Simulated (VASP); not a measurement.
# W in VASP: further runs

Runs on W. Level: PBEsol. Tasks: single point.

Everything below comes from runs of VASP 6.6.1. Logs are shortened: lines on timing, memory, paths and dates and some standing lists are left out, and cuts for length are marked.

## (1) The cell of the first run

The cell holds a slab with vacuum, 9 atoms: a = 3.154 Å, b = 3.154 Å, c = 27.617 Å, α = 90.00°, β = 90.00°, γ = 90.00°.

## (2) Single point, PBEsol

Input file INCAR:

```
ALGO = Fast
DIPOL = 0.5 0.5 0.500
EDIFF = 1E-6
ENCUT = 520
GGA = PS
IDIPOL = 3
ISIF = 2
ISMEAR = 0
LASPH = True
LCHARG = False
LDIPOL = True
LREAL = False
LWAVE = False
NBANDS = 73
NELM = 60
PREC = Accurate
SIGMA = 0.1
```

Input file KPOINTS:

```
k-points
0
Gamma
  11 11 1
```

Input file POSCAR:

```
W
1.0
    3.1543475082      0.0000000000      0.0000000000
    0.0000000000      3.1543475082      0.0000000000
    0.0000000000      0.0000000000     27.6173900327
W
9
Direct
    0.5000000000      0.5000000000      0.2715680226
    0.0000000000      0.0000000000      0.3286760169
    0.5000000000      0.5000000000      0.3857840113
    0.0000000000      0.0000000000      0.4428920056
    0.5000000000      0.5000000000      0.5000000000
    0.0000000000      0.0000000000      0.5571079944
    0.5000000000      0.5000000000      0.6142159887
    0.0000000000      0.0000000000      0.6713239831
    0.5000000000      0.5000000000      0.7284319774
```

Potentials or basis: VASP PAW PBE potentials, release 64 (W_sv).

Started as:

```
$ cat potpaw_PBE.64/W_sv/POTCAR > POTCAR
$ mpirun -np 1 vasp_std > vasp.out
```

OUTCAR:

```text
EDIFF = 1E-6
   ENCUT = 520
   GGA = PS
   ISIF = 2
   ISMEAR = 0
   LASPH = True
   LREAL = False
   NELM = 60
   PREC = Accurate

 ion  position               nearest neighbor table
   1  0.500  0.500  0.272-   2 2.73   2 2.73   2 2.73   2 2.73   3 3.15
   2  0.000  0.000  0.329-   1 2.73   1 2.73   1 2.73   1 2.73   3 2.73   3 2.73   3 2.73   3 2.73
                             4 3.15
   3  0.500  0.500  0.386-   4 2.73   4 2.73   4 2.73   4 2.73   2 2.73   2 2.73   2 2.73   2 2.73
                             1 3.15   5 3.15
   4  0.000  0.000  0.443-   3 2.73   3 2.73   3 2.73   3 2.73   5 2.73   5 2.73   5 2.73   5 2.73
                             2 3.15   6 3.15
   5  0.500  0.500  0.500-   4 2.73   6 2.73   4 2.73   6 2.73   4 2.73   6 2.73   4 2.73   6 2.73
                             3 3.15   7 3.15
   6  0.000  0.000  0.557-   7 2.73   7 2.73   7 2.73   7 2.73   5 2.73   5 2.73   5 2.73   5 2.73
                             8 3.15   4 3.15
   7  0.500  0.500  0.614-   6 2.73   6 2.73   6 2.73   6 2.73   8 2.73   8 2.73   8 2.73   8 2.73
                             9 3.15   5 3.15
   8  0.000  0.000  0.671-   9 2.73   9 2.73   9 2.73   9 2.73   7 2.73   7 2.73   7 2.73   7 2.73
                             6 3.15
   9  0.500  0.500  0.728-   8 2.73   8 2.73   8 2.73   8 2.73   7 3.15

  LATTYP: Found a simple tetragonal cell.
 ALAT       =     3.1543475082
 C/A-ratio  =     8.7553416232

  Lattice vectors:

 A1 = (   3.1543475082,   0.0000000000,   0.0000000000)
 A2 = (   0.0000000000,   3.1543475082,   0.0000000000)
 A3 = (   0.0000000000,   0.0000000000,  27.6173900327)

Analysis of symmetry for initial positions (statically):
=====================================================================
 Subroutine PRICEL returns:
 Original cell was already a primitive cell.

 Routine SETGRP: Setting up the symmetry group for a
 simple tetragonal supercell.

 Subroutine GETGRP returns: Found 16 space group operations
 (whereof 16 operations were pure point group operations)
 out of a pool of 16 trial point group operations.

The static configuration has the point symmetry D_4h.

Analysis of symmetry for dynamics (positions and initial velocities):
=====================================================================
 Subroutine PRICEL returns:
 Original cell was already a primitive cell.

 Routine SETGRP: Setting up the symmetry group for a
 simple tetragonal supercell.

 Subroutine GETGRP returns: Found 16 space group operations
 (whereof 16 operations were pure point group operations)
 out of a pool of 16 trial point group operations.

The dynamic configuration has the point symmetry D_4h.

 Subroutine INISYM returns: Found 16 space group operations
 (whereof 16 operations are pure point group operations),
 and found     1 'primitive' translations

----------------------------------------------------------------------------------------

                                     Primitive cell

  volume of cell :     274.7905

  direct lattice vectors                    reciprocal lattice vectors
     3.154347508  0.000000000  0.000000000     0.317022775  0.000000000  0.000000000
     0.000000000  3.154347508  0.000000000     0.000000000  0.317022775  0.000000000
     0.000000000  0.000000000 27.617390033     0.000000000  0.000000000  0.036209070

  length of vectors
     3.154347508  3.154347508 27.617390033     0.317022775  0.317022775  0.036209070

  position of ions in fractional coordinates (direct lattice)
     0.500000000  0.500000000  0.271568023
     0.000000000  0.000000000  0.328676017
     0.500000000  0.500000000  0.385784011
     0.000000000  0.000000000  0.442892006
     0.500000000  0.500000000  0.500000000
     0.000000000  0.000000000  0.557107994
     0.500000000  0.500000000  0.614215989
     0.000000000  0.000000000  0.671323983
     0.500000000  0.500000000  0.728431977

  ion indices of the primitive-cell ions
   primitive index   ion index
                 1           1
                 2           2
                 3           3
                 4           4
                 5           5
                 6           6
                 7           7
                 8           8
                 9           9

----------------------------------------------------------------------------------------

 KPOINTS: k-points

Automatic generation of k-mesh.
 Grid dimensions read from file:
 generate k-points for:   11   11    1

 Generating k-lattice:

  Cartesian coordinates                     Fractional coordinates (reciprocal lattice)
     0.028820252  0.000000000  0.000000000     0.090909091  0.000000000  0.000000000
     0.000000000  0.028820252  0.000000000     0.000000000  0.090909091  0.000000000
     0.000000000  0.000000000  0.036209070     0.000000000  0.000000000  1.000000000

  Length of vectors
     0.028820252  0.028820252  0.036209070

  Shift w.r.t. Gamma in fractional coordinates (k-lattice)
     0.000000000  0.000000000  0.000000000

 Subroutine IBZKPT returns following result:
 ===========================================

 Found     21 irreducible k-points:

 Following reciprocal coordinates:
            Coordinates               Weight
  0.000000  0.000000  0.000000      1.000000
  0.090909  0.000000  0.000000      4.000000
  0.181818  0.000000  0.000000      4.000000
  0.272727  0.000000  0.000000      4.000000
  0.363636  0.000000  0.000000      4.000000
  0.454545  0.000000  0.000000      4.000000
[... 13 lines left out ...]
  0.454545  0.363636  0.000000      8.000000
  0.454545  0.454545  0.000000      4.000000
   k-points           NKPTS =     21   k-points in BZ     NKDIM =     21   number of bands    NBANDS=     73
   number of dos      NEDOS =    301   number of ions     NIONS =      9
   total plane-waves  NPLWV = 120960
   dimension x,y,z NGX =    24 NGY =   24 NGZ =  210
   dimension x,y,z NGXF=    48 NGYF=   48 NGZF=  420
   ions per type =               9
   NGX,Y,Z   is equivalent  to a cutoff of  12.65, 12.65, 12.64 a.u.
   NGXF,Y,Z  is equivalent  to a cutoff of  25.30, 25.30, 25.28 a.u.
 SYSTEM =  unknown system
   PREC   = accura    normal or accurate (medium, high low for compatibility)
   ISTART =      0    job   : 0-new  1-cont  2-samecut
   ICHARG =      2    charge: 1-file 2-atom 10-const
   ISPIN  =      1    spin polarized calculation?
   LNONCOLLINEAR =      F non collinear calculations
   LSORBIT =      F    spin-orbit coupling
   LASPH  =      T    aspherical Exc in radial PAW
   ENCUT  =  520.0 eV  38.22 Ry    6.18 a.u.   5.86  5.86 51.35*2*pi/ulx,y,z
   NELM   =     60;   NELMIN=  2; NELMDL= -5     # of ELM steps
   EDIFF  = 0.1E-05   stopping-criterion for ELM
   LREAL  =      F    real-space projection
   EDIFFG = 0.1E-04   stopping-criterion for IOM
   NSW    =      0    number of steps for IOM
   IBRION =     -1    ionic relax: 0-MD 1-quasi-New 2-CG
   NFREE  =      0    steps in history (QN), initial steepest desc. (CG)
   ISIF   =      2    stress and relaxation
   ISYM   =      2    0-nonsym 1-usesym 2-fastsym
   POTIM  = 0.5000    time-step for ionic-motion
   TEBEG  =    0.0;   TEEND  =   0.0 temperature during run
   PSTRESS=    0.0 pullay stress
   NELECT =     126.0000    total number of electrons
   NUPDOWN=      -1.0000    fix difference up-down
   EMIN   =  10.00;   EMAX   =-10.00  energy-range for DOS
   EFERMI =   0.00;   METHOD = LEGACY
   ISMEAR =     0;   SIGMA  =   0.10  broadening in eV -4-tet -1-fermi 0-gaus
   EFERMI_NEDOS =   21; number of points for ismear=-14 and -15
   IALGO  =     68    algorithm
   IMIX   =      4    mixing-type and parameters
     AMIX     =   0.40;   BMIX     =  1.00
     AMIX_MAG =   1.60;   BMIX_MAG =  1.00
  volume/ion in A,a.u.               =      30.53       206.04
  Fermi-wavevector in a.u.,A,eV,Ry     =   1.262402  2.385594 21.683055  1.593660
  Thomas-Fermi vector in A             =   2.395812
   LORBIT       =      0    0 simple, 1 ext, 2 COOP (PROOUT), +10 PAW based schemes
   GGA     = PS    functional components
   LHFCALC =     F    Hartree Fock is set to
   AEXX    =    0.0000 exact exchange contribution
   IVDW    =     0    specifies the selected vdW correction
   LEPSILON=     F    determine dielectric tensor
   LRPA    =     F    only Hartree local field effects (RPA)
 non-spin polarized calculation
 RMM-DIIS sequential band-by-band and
 Gauss-broadening in eV      SIGMA  =   0.10
  energy-cutoff  :      520.00
  volume of cell :      274.79
 maximum number of plane-waves:      7482
 NGX is ok and might be reduce to    24
   NGX = 11   NGY = 11   NGZ =103

 dipolmoment           0.000000      0.000000      0.000000 electrons x Angstroem

 number of electron     126.0000012 magnetization

 dipolmoment           0.000000      0.000000     -0.000000 electrons x Angstroem

 Free energy of the ion-electron system (eV)
  ---------------------------------------------------
  ext. energy  EPLUGINS =         0.00000000
  ---------------------------------------------------
  free energy    TOTEN  =      -118.51238527 eV

  energy without entropy =     -118.46726684  energy(sigma->0) =     -118.48982606

 E-fermi :   3.7715     XC(G=0):  -8.0028

 val. band max:        3.7609148341   @ k =   0.2727   0.2727   0.0000
 cond. band min:       3.7729280466   @ k =   0.3636   0.1818   0.0000
 fundamental gap:      0.0120132125
 Fermi energy:         3.7714847525

 k-point     1 :       0.0000    0.0000    0.0000
  band No.  band energies     occupation
      1     -70.2718      2.00000
      2     -70.2206      2.00000
      3     -70.1978      2.00000
      4     -70.1063      2.00000
      5     -70.1014      2.00000
      6     -70.0579      2.00000
[... 65 lines left out ...]
     72       5.5208      0.00000
     73       5.7355      0.00000
[... 1518 lines left out ...]
     72       7.0142      0.00000
     73       7.0842      0.00000

------------------------ aborting loop because EDIFF is reached ----------------------------------------

 vacuum level on the upper side and lower side of the slab       (xc-potential included)        -0.161        -0.161

  FORCE on cell =-STRESS in cart. coord.  units (eV):
  Direction    XX          YY          ZZ          XY          YZ          ZX
  --------------------------------------------------------------------------------------
  -------------------------------------------------------------------------------------
  Total       -8.9354946     -8.9354946     -6.0478277      0.0000000      0.0000000     -0.0000000
  in kB      -52.0987704    -52.0987704    -35.2621094      0.0000000      0.0000000     -0.0000000
  external PRESSURE =     -46.4865501 kB  Pullay stress =       0.0000000 kB

 VOLUME and BASIS-vectors are now :
 -----------------------------------------------------------------------------
  energy-cutoff  :      520.00
  volume of cell :      274.79
      direct lattice vectors                 reciprocal lattice vectors
     3.154347508  0.000000000  0.000000000     0.317022775  0.000000000  0.000000000
     0.000000000  3.154347508  0.000000000     0.000000000  0.317022775  0.000000000
     0.000000000  0.000000000 27.617390033     0.000000000  0.000000000  0.036209070

 POSITION                                       TOTAL-FORCE (eV/Angst)
 -----------------------------------------------------------------------------------
      1.57717      1.57717      7.50000         0.000000      0.000000      1.764180
      0.00000      0.00000      9.07717         0.000000      0.000000     -1.691477
      1.57717      1.57717     10.65435         0.000000     -0.000000     -0.076085
      0.00000      0.00000     12.23152        -0.000000      0.000000      0.051450
      1.57717      1.57717     13.80870         0.000000      0.000000     -0.000000
      0.00000      0.00000     15.38587         0.000000      0.000000     -0.051450
      1.57717      1.57717     16.96304         0.000000      0.000000      0.076085
      0.00000      0.00000     18.54022         0.000000      0.000000      1.691477
      1.57717      1.57717     20.11739         0.000000     -0.000000     -1.764180
 -----------------------------------------------------------------------------------
    total drift:                                0.000000     -0.000000     -0.000000

  FREE ENERGIE OF THE ION-ELECTRON SYSTEM (eV)
  ---------------------------------------------------
  free  energy   TOTEN  =      -118.5123852742 eV

  energy  without entropy=     -118.4672668406  energy(sigma->0) =     -118.48982606

 vacuum level on the upper side and lower side of the slab         7.983         7.983
```

It took 18 min on 1 thread of Intel Xeon Platinum 8259CL at 2.50GHz (Skylake/Cascade Lake), shared host; peak memory 0.51 GiB.

Results:

| Item | Value |
| --- | --- |
| Free energy | -118.5124 eV |
| Largest force | 1.764 eV/Å |
| Band gap on the k mesh | zero (band 63 reaches 5.62 eV, above the bottom of band 64 at 3.62 eV) |

Forces on the atoms (eV/Å):
```
W    0.000  0.000  1.764
W    0.000  0.000 -1.691
W    0.000  0.000 -0.076
W    0.000  0.000  0.051
W    0.000  0.000  0.000
W    0.000  0.000 -0.051
W    0.000  0.000  0.076
W    0.000  0.000  1.691
W    0.000  0.000 -1.764
```

Levels at points of the mesh, in eV from the Fermi level:
| k point | band 59 | band 60 | band 61 | band 62 | band 63 | band 64 | band 65 | band 66 | band 67 | band 68 |
| --- | --- | --- | --- | --- | --- | --- | --- | --- | --- | --- |
| (0.00, 0.00, 0.00) | -0.60 | -0.57 | -0.57 | -0.23 | -0.22 | -0.03 | -0.03 | 0.01 | 0.03 | 0.81 |

Caveat: the PAW data sets were made with another functional, which shifts forces and pressure a little; spin-orbit coupling is left out, which moves the levels of the heavy elements.

(Part 1 of 2 ends here.)
